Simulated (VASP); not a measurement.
# I (Im-3m) in VASP: notebook, part 2 of 2

VASP 6.6.1. Earlier steps stand in the parts before.

**4. Single point, LDA (15.89 Å³/atom)**

This run uses another cell than the first one, of 15.89 Å³/atom.

INCAR

```
PREC = Accurate ; ENCUT = 520
EDIFF = 1E-6 ; ISMEAR = -1
SIGMA = 0.08 ; LREAL = False
LASPH = True ; NELM = 80
ALGO = Normal ; ISIF = 2
LWAVE = False ; LCHARG = False
NBANDS = 10
```

KPOINTS

```
regular mesh
0
Gamma
  13 13 13
```

POSCAR

```
I
1.0
   -1.5838901111      1.5838901111      1.5838901111
    1.5838901111     -1.5838901111      1.5838901111
    1.5838901111      1.5838901111     -1.5838901111
I
1
Direct
    0.0000000000      0.0000000000      0.0000000000
```

Potentials or basis: VASP PAW LDA potentials, release 64 (I).

The run is started by

```console
cat potpaw_LDA.64/I/POTCAR > POTCAR
mpirun -np 1 vasp_std > vasp.out
```

OUTCAR:

```text
PREC = Accurate
   ENCUT = 520
   EDIFF = 1E-6
   ISMEAR = -1
   LREAL = False
   LASPH = True
   NELM = 80
   ISIF = 2

 ion  position               nearest neighbor table
   1  0.000  0.000  0.000-

  LATTYP: Found a body centered cubic cell.
 ALAT       =     3.1677802222

  Lattice vectors:

 A1 = (  -1.5838901111,   1.5838901111,   1.5838901111)
 A2 = (   1.5838901111,  -1.5838901111,   1.5838901111)
 A3 = (   1.5838901111,   1.5838901111,  -1.5838901111)

Analysis of symmetry for initial positions (statically):
=====================================================================
 Subroutine PRICEL returns:
 Original cell was already a primitive cell.

 Routine SETGRP: Setting up the symmetry group for a
 body centered cubic supercell.

 Subroutine GETGRP returns: Found 48 space group operations
 (whereof 48 operations were pure point group operations)
 out of a pool of 48 trial point group operations.

The static configuration has the point symmetry O_h .

Analysis of symmetry for dynamics (positions and initial velocities):
=====================================================================
 Subroutine PRICEL returns:
 Original cell was already a primitive cell.

 Routine SETGRP: Setting up the symmetry group for a
 body centered cubic supercell.

 Subroutine GETGRP returns: Found 48 space group operations
 (whereof 48 operations were pure point group operations)
 out of a pool of 48 trial point group operations.

The dynamic configuration has the point symmetry O_h .

 Subroutine INISYM returns: Found 48 space group operations
 (whereof 48 operations are pure point group operations),
 and found     1 'primitive' translations

----------------------------------------------------------------------------------------

                                     Primitive cell

  volume of cell :      15.8941

  direct lattice vectors                    reciprocal lattice vectors
    -1.583890111  1.583890111  1.583890111     0.000000000  0.315678466  0.315678466
     1.583890111 -1.583890111  1.583890111     0.315678466  0.000000000  0.315678466
     1.583890111  1.583890111 -1.583890111     0.315678466  0.315678466  0.000000000

  length of vectors
     2.743378146  2.743378146  2.743378146     0.446436767  0.446436767  0.446436767

  position of ions in fractional coordinates (direct lattice)
     0.000000000  0.000000000  0.000000000

  ion indices of the primitive-cell ions
   primitive index   ion index
                 1           1

----------------------------------------------------------------------------------------

 KPOINTS: regular mesh

Automatic generation of k-mesh.
 Grid dimensions read from file:
 generate k-points for:   13   13   13

 Generating k-lattice:

  Cartesian coordinates                     Fractional coordinates (reciprocal lattice)
     0.000000000  0.024282959  0.024282959     0.076923077  0.000000000  0.000000000
     0.024282959  0.000000000  0.024282959     0.000000000  0.076923077  0.000000000
     0.024282959  0.024282959  0.000000000     0.000000000  0.000000000  0.076923077

  Length of vectors
     0.034341290  0.034341290  0.034341290

  Shift w.r.t. Gamma in fractional coordinates (k-lattice)
     0.000000000  0.000000000  0.000000000

 Subroutine IBZKPT returns following result:
 ===========================================

 Found     84 irreducible k-points:

 Following reciprocal coordinates:
            Coordinates               Weight
  0.000000  0.000000  0.000000      1.000000
  0.076923  0.000000  0.000000     12.000000
  0.153846  0.000000  0.000000     12.000000
  0.230769  0.000000  0.000000     12.000000
  0.307692  0.000000  0.000000     12.000000
  0.384615  0.000000  0.000000     12.000000
[... 16 lines left out ...]
  0.153846  0.076923  0.076923     24.000000
  0.230769  0.076923  0.076923     24.000000
 [... further k-points ...]
   k-points           NKPTS =     84   k-points in BZ     NKDIM =     84   number of bands    NBANDS=     10
   number of dos      NEDOS =    301   number of ions     NIONS =      1
   total plane-waves  NPLWV =   8000
   dimension x,y,z NGX =    20 NGY =   20 NGZ =   20
   dimension x,y,z NGXF=    40 NGYF=   40 NGZF=   40
   ions per type =               1
   NGX,Y,Z   is equivalent  to a cutoff of  12.12, 12.12, 12.12 a.u.
   NGXF,Y,Z  is equivalent  to a cutoff of  24.24, 24.24, 24.24 a.u.
 SYSTEM =  unknown system
   PREC   = accura    normal or accurate (medium, high low for compatibility)
   ISTART =      0    job   : 0-new  1-cont  2-samecut
   ICHARG =      2    charge: 1-file 2-atom 10-const
   ISPIN  =      1    spin polarized calculation?
   LNONCOLLINEAR =      F non collinear calculations
   LSORBIT =      F    spin-orbit coupling
   LASPH  =      T    aspherical Exc in radial PAW
   ENCUT  =  520.0 eV  38.22 Ry    6.18 a.u.   5.10  5.10  5.10*2*pi/ulx,y,z
   NELM   =     80;   NELMIN=  2; NELMDL= -5     # of ELM steps
   EDIFF  = 0.1E-05   stopping-criterion for ELM
   LREAL  =      F    real-space projection
   EDIFFG = 0.1E-04   stopping-criterion for IOM
   NSW    =      0    number of steps for IOM
   IBRION =     -1    ionic relax: 0-MD 1-quasi-New 2-CG
   NFREE  =      0    steps in history (QN), initial steepest desc. (CG)
   ISIF   =      2    stress and relaxation
   ISYM   =      2    0-nonsym 1-usesym 2-fastsym
   POTIM  = 0.5000    time-step for ionic-motion
   TEBEG  =    0.0;   TEEND  =   0.0 temperature during run
   PSTRESS=    0.0 pullay stress
   NELECT =       7.0000    total number of electrons
   NUPDOWN=      -1.0000    fix difference up-down
   EMIN   =  10.00;   EMAX   =-10.00  energy-range for DOS
   EFERMI =   0.00;   METHOD = LEGACY
   ISMEAR =    -1;   SIGMA  =   0.08  broadening in eV -4-tet -1-fermi 0-gaus
   EFERMI_NEDOS =   21; number of points for ismear=-14 and -15
   IALGO  =     38    algorithm
   IMIX   =      4    mixing-type and parameters
     AMIX     =   0.40;   BMIX     =  1.00
     AMIX_MAG =   1.60;   BMIX_MAG =  1.00
  volume/ion in A,a.u.               =      15.89       107.26
  Fermi-wavevector in a.u.,A,eV,Ry     =   1.245554  2.353755 21.108134  1.551404
  Thomas-Fermi vector in A             =   2.379771
   LORBIT       =      0    0 simple, 1 ext, 2 COOP (PROOUT), +10 PAW based schemes
   GGA     = CA    functional components
   LHFCALC =     F    Hartree Fock is set to
   AEXX    =    0.0000 exact exchange contribution
   IVDW    =     0    specifies the selected vdW correction
   LEPSILON=     F    determine dielectric tensor
   LRPA    =     F    only Hartree local field effects (RPA)
 non-spin polarized calculation
  energy-cutoff  :      520.00
  volume of cell :       15.89
 maximum number of plane-waves:       442
   NGX = 11   NGY = 11   NGZ = 11

 number of electron       6.9999998 magnetization

 Free energy of the ion-electron system (eV)
  ---------------------------------------------------
  ext. energy  EPLUGINS =         0.00000000
  ---------------------------------------------------
  free energy    TOTEN  =         1.85497992 eV

  energy without entropy =        1.86699688  energy(sigma->0) =        1.86098840

 E-fermi :  19.1669     XC(G=0): -13.0542

 val. band max:       19.1103230853   @ k =  -0.1538   0.1538   0.1538
 cond. band min:      19.2351745227   @ k =  -0.3846  -0.4615   0.1538
 fundamental gap:      0.1248514374
 Fermi energy:        19.1669190356

 k-point     1 :       0.0000    0.0000    0.0000
  band No.  band energies     occupation
      1      -3.2295      2.00000
      2      23.4142      0.00000
      3      23.4142      0.00000
      4      23.4142      0.00000
      5      29.3325      0.00000
      6      29.3325      0.00000
      7      29.3325      0.00000
      8      29.3939      0.00000
      9      29.3939      0.00000
     10      29.3939      0.00000

 k-point     2 :       0.0769    0.0000    0.0000
  band No.  band energies     occupation
      1      -3.0450      2.00000
      2      21.9578      0.00000
      3      22.6892      0.00000
      4      23.2011      0.00000
      5      27.6624      0.00000
      6      27.7799      0.00000
      7      29.0612      0.00000
      8      30.2360      0.00000
      9      30.4720      0.00000
     10      31.2427      0.00000
[... 274 lines left out ...]
 k-point    24 :       0.2308    0.0769    0.0769
  band No.  band energies     occupation
      1       0.0545      2.00000
      2      12.2959      2.00000
      3      16.6831      2.00000
      4      18.4454      1.99976
      5      27.4265      0.00000
      6      27.6058      0.00000
      7      31.0128      0.00000
      8      32.7673      0.00000
      9      35.4205      0.00000
     10      36.0273      0.00000

 [... further k-points ...]

------------------------ aborting loop because EDIFF is reached ----------------------------------------

  FORCE on cell =-STRESS in cart. coord.  units (eV):
  Direction    XX          YY          ZZ          XY          YZ          ZX
  --------------------------------------------------------------------------------------
  -------------------------------------------------------------------------------------
  Total       13.5004733     13.5004733     13.5004733      0.0000000      0.0000000     -0.0000000
  in kB     1360.8944548   1360.8944548   1360.8944548      0.0000000      0.0000000     -0.0000000
  external PRESSURE =    1360.8944548 kB  Pullay stress =       0.0000000 kB

 VOLUME and BASIS-vectors are now :
 -----------------------------------------------------------------------------
  energy-cutoff  :      520.00
  volume of cell :       15.89
      direct lattice vectors                 reciprocal lattice vectors
    -1.583890111  1.583890111  1.583890111     0.000000000  0.315678466  0.315678466
     1.583890111 -1.583890111  1.583890111     0.315678466  0.000000000  0.315678466
     1.583890111  1.583890111 -1.583890111     0.315678466  0.315678466  0.000000000

 POSITION                                       TOTAL-FORCE (eV/Angst)
 -----------------------------------------------------------------------------------
      0.00000      0.00000      0.00000        -0.000000      0.000000     -0.000000
 -----------------------------------------------------------------------------------
    total drift:                                0.000000      0.000000     -0.000000

  FREE ENERGIE OF THE ION-ELECTRON SYSTEM (eV)
  ---------------------------------------------------
  free  energy   TOTEN  =         1.8549799195 eV

  energy  without entropy=        1.8669968834  energy(sigma->0) =        1.86098840
```

OSZICAR:

```text
N       E                     dE             d eps       ncg     rms          rms(c)
DAV:   1     0.225242563999E+02    0.22524E+02   -0.30276E+03  1680   0.550E+02
DAV:   2     0.235991288125E+01   -0.20164E+02   -0.19620E+02  2312   0.101E+02
DAV:   3     0.182075068071E+01   -0.53916E+00   -0.51453E+00  2210   0.142E+01
DAV:   4     0.181843954943E+01   -0.23111E-02   -0.23109E-02  2138   0.101E+00
DAV:   5     0.181842813457E+01   -0.11415E-04   -0.11414E-04  2068   0.633E-02    0.231E+01
DAV:   6     0.184349766403E+01    0.25070E-01   -0.68267E-03  2000   0.428E-01    0.139E+01
DAV:   7     0.185475558688E+01    0.11258E-01   -0.10868E-02  2102   0.549E-01    0.247E-01
DAV:   8     0.185497797976E+01    0.22239E-03   -0.54149E-04  1904   0.137E-01    0.351E-02
DAV:   9     0.185497993851E+01    0.19588E-05   -0.24827E-05  2246   0.267E-02    0.454E-02
DAV:  10     0.185497991949E+01   -0.19018E-07   -0.20947E-07  1252   0.377E-03
   1 F= 0.18549799E+01 E0= 0.18609884E+01  d E =-.120170E-01
```

stdout:

```text
POSCAR found type information on POSCAR I
 POSCAR found :  1 types and       1 ions
 scaLAPACK will be used
 LDA part: xc-table for (Slater(with rela. corr.)+CA(PZ))
 , standard interpolation
 POSCAR, INCAR and KPOINTS ok, starting setup
 FFT: planning ... GRIDC
 FFT: planning ... GRID_SOFT
 FFT: planning ... GRID
 WAVECAR not read
 entering main loop
```

Run time: 5.3 s. Hardware: 1 thread of Intel Xeon Platinum 8375C at 2.90GHz (Ice Lake), shared host; peak memory 0.13 GiB.

Results:

| Item | Value |
| --- | --- |
| Free energy | 1.8550 eV |
| Pressure | 136.1 GPa |
| Band gap on the k mesh | zero (an odd number of electrons rules out a gap without spin polarisation) |

Levels at points of the mesh, in eV from the Fermi level:
```tsv
k point	band 2	band 3	band 4	band 5	band 6	band 7
(0.00, 0.00, 0.00)	4.25	4.25	4.25	10.17	10.17	10.17
```

Caveat: the cell stands under pressure; spin-orbit coupling is left out, which moves the levels of the heavy elements; an odd number of electrons without spin polarisation forces a metal; a magnetic or distorted state may lie lower.

**5. Single point, LDA (19.07 Å³/atom)**

This run uses another cell than the first one, of 19.07 Å³/atom.

INCAR

```
SYSTEM = I
  PREC = Accurate
  ENCUT = 520
  EDIFF = 1E-6
  ISMEAR = -1
  SIGMA = 0.08
  LREAL = .False.
  LASPH = .True.
  NELM = 100
  ALGO = Normal
  ISIF = 2
  LWAVE = .False.
  LCHARG = .False.
  GGA = CA
  NBANDS = 10
```

KPOINTS

```
regular mesh
0
Gamma
  13 13 13
  0 0 0
```

POSCAR

```
I
1.0
   -1.6831343992      1.6831343992      1.6831343992
    1.6831343992     -1.6831343992      1.6831343992
    1.6831343992      1.6831343992     -1.6831343992
I
1
Direct
    0.0000000000      0.0000000000      0.0000000000
```

Potentials or basis: VASP PAW LDA potentials, release 64 (I).

The run is started by

```console
cat potpaw_LDA.64/I/POTCAR > POTCAR
mpirun -np 1 vasp_std > vasp.out
```

OUTCAR:

```text
SYSTEM = I
   PREC = Accurate
   ENCUT = 520
   EDIFF = 1E-6
   ISMEAR = -1
   LREAL = .False.
   LASPH = .True.
   NELM = 100
   ISIF = 2
   GGA = CA

 ion  position               nearest neighbor table
   1  0.000  0.000  0.000-

  LATTYP: Found a body centered cubic cell.
 ALAT       =     3.3662687984

  Lattice vectors:

 A1 = (  -1.6831343992,   1.6831343992,   1.6831343992)
 A2 = (   1.6831343992,  -1.6831343992,   1.6831343992)
 A3 = (   1.6831343992,   1.6831343992,  -1.6831343992)

Analysis of symmetry for initial positions (statically):
=====================================================================
 Subroutine PRICEL returns:
 Original cell was already a primitive cell.

 Routine SETGRP: Setting up the symmetry group for a
 body centered cubic supercell.

 Subroutine GETGRP returns: Found 48 space group operations
 (whereof 48 operations were pure point group operations)
 out of a pool of 48 trial point group operations.

The static configuration has the point symmetry O_h .

Analysis of symmetry for dynamics (positions and initial velocities):
[... 162 lines left out ...]
 Fermi energy:        14.9513014889

 k-point     1 :       0.0000    0.0000    0.0000
  band No.  band energies     occupation
      1      -4.7600      2.00000
      2      17.8668      0.00000
      3      17.8668      0.00000
      4      17.8668      0.00000
      5      24.8325      0.00000
      6      24.8325      0.00000
      7      24.8325      0.00000
      8      26.0441      0.00000
      9      26.0441      0.00000
     10      26.0441      0.00000
[... 287 lines left out ...]
 k-point    24 :       0.2308    0.0769    0.0769
  band No.  band energies     occupation
      1      -2.0562      2.00000
      2       8.8703      2.00000
      3      12.9111      2.00000
      4      14.5956      1.97683
      5      22.6493      0.00000
      6      22.9582      0.00000
      7      26.7878      0.00000
      8      28.0636      0.00000
      9      29.8916      0.00000
     10      31.5321      0.00000

 [... further k-points ...]

------------------------ aborting loop because EDIFF is reached ----------------------------------------

  FORCE on cell =-STRESS in cart. coord.  units (eV):
  Direction    XX          YY          ZZ          XY          YZ          ZX
  --------------------------------------------------------------------------------------
  -------------------------------------------------------------------------------------
  Total        7.9575312      7.9575312      7.9575312      0.0000000      0.0000000      0.0000000
  in kB      668.4555822    668.4555822    668.4555822      0.0000000      0.0000000      0.0000000
  external PRESSURE =     668.4555822 kB  Pullay stress =       0.0000000 kB

 VOLUME and BASIS-vectors are now :
 -----------------------------------------------------------------------------
  energy-cutoff  :      520.00
  volume of cell :       19.07
      direct lattice vectors                 reciprocal lattice vectors
    -1.683134399  1.683134399  1.683134399     0.000000000  0.297064810  0.297064810
     1.683134399 -1.683134399  1.683134399     0.297064810  0.000000000  0.297064810
     1.683134399  1.683134399 -1.683134399     0.297064810  0.297064810  0.000000000

 POSITION                                       TOTAL-FORCE (eV/Angst)
 -----------------------------------------------------------------------------------
      0.00000      0.00000      0.00000        -0.000000      0.000000     -0.000000
 -----------------------------------------------------------------------------------
    total drift:                                0.000000     -0.000000      0.000000

  FREE ENERGIE OF THE ION-ELECTRON SYSTEM (eV)
  ---------------------------------------------------
  free  energy   TOTEN  =        -0.0862609541 eV

  energy  without entropy=       -0.0763972175  energy(sigma->0) =       -0.08132909
```

OSZICAR:

```text
N       E                     dE             d eps       ncg     rms          rms(c)
DAV:   1     0.193531390788E+02    0.19353E+02   -0.28272E+03  1680   0.531E+02
DAV:   2     0.417887381312E+00   -0.18935E+02   -0.18328E+02  2298   0.930E+01
DAV:   3    -0.962601707708E-01   -0.51415E+00   -0.51080E+00  2162   0.139E+01
DAV:   4    -0.989206819369E-01   -0.26605E-02   -0.26599E-02  2128   0.120E+00
DAV:   5    -0.989380464456E-01   -0.17365E-04   -0.17365E-04  2164   0.790E-02    0.159E+01
DAV:   6    -0.901142595059E-01    0.88238E-02   -0.33109E-03  2030   0.281E-01    0.959E+00
DAV:   7    -0.863505170369E-01    0.37637E-02   -0.53721E-03  2066   0.364E-01    0.158E-01
DAV:   8    -0.862620613642E-01    0.88456E-04   -0.24566E-04  1890   0.913E-02    0.381E-02
DAV:   9    -0.862610887366E-01    0.97263E-06   -0.12693E-05  2192   0.195E-02    0.189E-02
DAV:  10    -0.862609541210E-01    0.13462E-06   -0.61845E-07  1272   0.469E-03
   1 F= -.86260954E-01 E0= -.81329086E-01  d E =-.986374E-02
```

Run time: 6.1 s. Hardware: 1 thread of Intel Xeon Platinum 8375C at 2.90GHz (Ice Lake), shared host; peak memory 0.14 GiB.

Results:

| Quantity | Value |
| --- | --- |
| Free energy | -0.0863 eV |
| Pressure | 66.8 GPa |
| Band gap on the k mesh | zero (an odd number of electrons rules out a gap without spin polarisation) |

Caveat: the cell stands under pressure; spin-orbit coupling is left out, which moves the levels of the heavy elements; an odd number of electrons without spin polarisation forces a metal; a magnetic or distorted state may lie lower.

**6. Single point, LDA (19.07 Å³/atom)**

This run uses another cell than the first one, of 19.07 Å³/atom.

INCAR

```
ALGO = Normal ; EDIFF = 1E-6
ENCUT = 520 ; ISIF = 2
ISMEAR = -1 ; LASPH = T
LCHARG = F ; LREAL = F
LWAVE = F ; NBANDS = 10
NELM = 80 ; PREC = Accurate
SIGMA = 0.08
```

KPOINTS

```
k-points
0
Gamma
  13 13 13
```

POSCAR is that of step 5.

Potentials or basis: VASP PAW LDA potentials, release 64 (I).

The run is started by

```console
cat potpaw_LDA.64/I/POTCAR > POTCAR
mpirun -np 1 vasp_std > vasp.out
```

It took 5.9 s on 1 thread of Intel Xeon Platinum 8375C at 2.90GHz (Ice Lake), shared host; peak memory 0.14 GiB.

Results (log left out):

```
Free energy            : -0.0863 eV
Pressure               : 66.8 GPa
Band gap on the k mesh : zero (an odd number of electrons rules out a gap without spin polarisation)
```

Levels at points of the mesh, in eV from the Fermi level:
```tsv
k point	band 2	band 3	band 4	band 5	band 6	band 7
(0.00, 0.00, 0.00)	2.92	2.92	2.92	9.88	9.88	9.88
```

Caveat: the cell stands under pressure; spin-orbit coupling is left out, which moves the levels of the heavy elements; an odd number of electrons without spin polarisation forces a metal; a magnetic or distorted state may lie lower.

**7. Summary**

| task | cell | cutoff (eV) | gap on the mesh (eV) | pressure (GPa) |
| --- | --- | --- | --- | --- |
| relaxation of cell and atoms | relaxed from a = 3.535 Å, angles 109.5°, 1 atom | 600 | none | 0.0 |
| single point | a = 2.743 Å, angles 109.5°, 1 atom | 520 | none | 136.1 |
| single point | a = 2.915 Å, angles 109.5°, 1 atom | 520 | none | 66.8 |

Alike in all rows: level LDA; potentials or basis VASP PAW LDA potentials, release 64 (I); no spin polarisation; k mesh 13 × 13 × 13; smearing fermi-dirac 0.08 eV.

Caveats: spin-orbit coupling is left out, which moves the levels of the heavy elements; an odd number of electrons without spin polarisation forces a metal; a magnetic or distorted state may lie lower; the cell stands under pressure (at least some runs).

Total energies depend on the potentials used, so only differences within one code and one set of settings carry meaning.
